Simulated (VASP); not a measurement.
Write the native input for VASP 6.6.1 that does the following.

```
Task                   : single point
Functional             : PBE
Potentials or basis    : VASP PAW PBE potentials, release 64 (C, Si)
Cutoff                 : 520 eV
k mesh                 : 5 × 8 × 1
Occupations            : gaussian, width 0.05 eV
Spin                   : collinear spin
Starting moments       : [0.0, 0.0, 0.0, 0.0, 0.0, 0.0, 0.0, 0.0, 0.0, 0.0, 0.0, 0.0, 0.0, 0.0, 0.0, 0.0, 0.0, 0.0, 0.0, 0.0, 2.0] μB
Dipole correction      : yes
Further INCAR settings : LREAL = Auto; ALGO = Normal; EDIFF = 1e-06; NBANDS = 62
```

The structure of SiC20 lies in POSCAR:

```
SiC20
1.0
    5.0509324483      0.0000000000      0.0000000000
    0.0000000000      3.5715485855      0.0000000000
    0.0000000000      0.0000000000     20.3790411838
C Si
20 1
Direct
    0.2500000000      0.0000000000      0.1962800882
    0.7500000000      0.0000000000      0.1962800882
    0.0000000000      0.2500000000      0.1962800882
    0.5000000000      0.2500000000      0.1962800882
    0.0000000000      0.5000000000      0.2582424298
    0.5000000000      0.5000000000      0.2582424298
    0.2500000000      0.7500000000      0.2582424298
    0.7500000000      0.7500000000      0.2582424298
    0.2500000000      0.0024640196      0.3199149154
    0.7500000000      0.0024640196      0.3199149154
    0.0000000000      0.2475359804      0.3199149154
    0.5000000000      0.2475359804      0.3199149154
    0.0000000000      0.5097084332      0.3835991953
    0.5000000000      0.5097084332      0.3835991953
    0.2500000000      0.7402915668      0.3835991953
    0.7500000000      0.7402915668      0.3835991953
    0.2500000000      0.0294931910      0.4356947466
    0.7500000000      0.0294931910      0.4356947466
    0.0000000000      0.2205068090      0.4356947466
    0.5000000000      0.2205068090      0.4356947466
    0.2500000000      0.5294931910      0.5063200221
```

These files were run (other wordings do the same):

INCAR

```
SYSTEM = SiC20
  PREC = Accurate
  ENCUT = 520
  EDIFF = 1E-6
  ISMEAR = 0
  SIGMA = 0.05
  LREAL = Auto
  LASPH = .TRUE.
  NELM = 150
  ALGO = Normal
  ISIF = 2
  LWAVE = .FALSE.
  LCHARG = .FALSE.
  ISPIN = 2
  MAGMOM = 0 0 0 0 0 0 0 0 0 0 0 0 0 0 0 0 0 0 0 0 2
  LORBIT = 11
  LDIPOL = .TRUE.
  IDIPOL = 3
  DIPOL = 0.5 0.5 0.328
  GGA = PE
  NBANDS = 62
```

KPOINTS

```
regular mesh
0
G
  5 8 1
  0 0 0
```

Potentials or basis: VASP PAW PBE potentials, release 64 (C, Si).

Command:

```console
$ cat potpaw_PBE.64/C/POTCAR potpaw_PBE.64/Si/POTCAR > POTCAR
$ mpirun -np 1 vasp_std > vasp.out
```

It gave:

```json
{"Largest force": "5.062 eV/Å", "Net moment": "-0.28 μB per cell", "Site moments": "C -0.16, +0.03, -0.03, -0.01, +0.01, +0.00, -0.00 (each value once); Si +0.01 μB", "Valence electrons inside the program's atomic spheres": "C 2.41, 2.54, 2.56, 2.55, 2.60, 2.61, 2.66, 2.64 (each value once); Si 1.52"}
```

It took 35 min on 1 thread of Oxide Virtual Turin-like Processor, on a shared host, peak memory 0.76 GiB.
